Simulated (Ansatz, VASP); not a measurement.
Two plane-wave programs on Se

INCAR

```
SYSTEM = Se
  PREC = Accurate
  ENCUT = 600
  EDIFF = 1E-6
  ISMEAR = 0
  SIGMA = 0.1
  LREAL = .FALSE.
  LASPH = .TRUE.
  NELM = 80
  ALGO = Normal
  ISIF = 3
  LWAVE = .FALSE.
  LCHARG = .FALSE.
  GGA = PE
  IBRION = 2
  NSW = 90
  EDIFFG = -0.04
```

The input KPOINTS:

```
regular mesh
0
G
  8 8 8
  0 0 0
```

The input POSCAR:

```
Se
1.0
   -1.6521863053      1.6521863053      2.5135604404
    1.6521863053     -1.6521863053      2.5135604404
    1.6521863053      1.6521863053     -2.5135604404
Se
1
Direct
    0.0000000000      0.0000000000      0.0000000000
```

Input for Ansatz:

```yaml
crystal:
  lattice:
    - [-1.6521863053, 1.6521863053, 2.5135604404]
    - [1.6521863053, -1.6521863053, 2.5135604404]
    - [1.6521863053, 1.6521863053, -2.5135604404]
  atoms:
    - { symbol: Se, position: [0.0, 0.0, 0.0] }
basis:
  ecutwfc: 420
kpoints:
  mp_grid: { grid: [8, 8, 8] }
hamiltonian:
  xc: pbe
scf:
  occupations: { method: gaussian, width: 0.1 }
  lower_state_search: "off"
output:
  forces: true
  stress: true
  eigenvalues: true
relax:
  adjacent_minimum: "off"
  f_tol: 0.04
  max_steps: 70
  cell: { stress_tol: 0.4 }
```

Alike in both runs: task relaxation of cell and atoms; functional PBE; k mesh 8 × 8 × 8; occupations gaussian, width 0.1 eV; no spin polarisation.

```csv
,VASP,Ansatz
version,VASP 6.6.1,Ansatz 0.2.0
potentials or method,"VASP PAW PBE potentials, release 64 (Se), cutoff 600 eV","scalar-relativistic, plane waves, PAW"
valence electrons in the cell,6,16
```

|  | VASP | Ansatz | Ansatz less VASP |
| --- | --- | --- | --- |
| gap on the k mesh at the Fermi level, each at its own relaxed structure (eV) | none | none | - |
| relaxed volume (Å³/atom) | 30.36 | 32.40 | +2.042 |
| relaxed cell length with the largest relative difference (Å) | 4.718 | 4.987 | +0.2689 |

A gap of «none» marks a metal or a gap that the smearing closes. One of these differences is far larger than is usual between the two programs; its cause wasn't traced. VASP's potentials hold 6 valence electrons a cell and Ansatz's 16, so a difference there can come from the potentials and not from the codes.
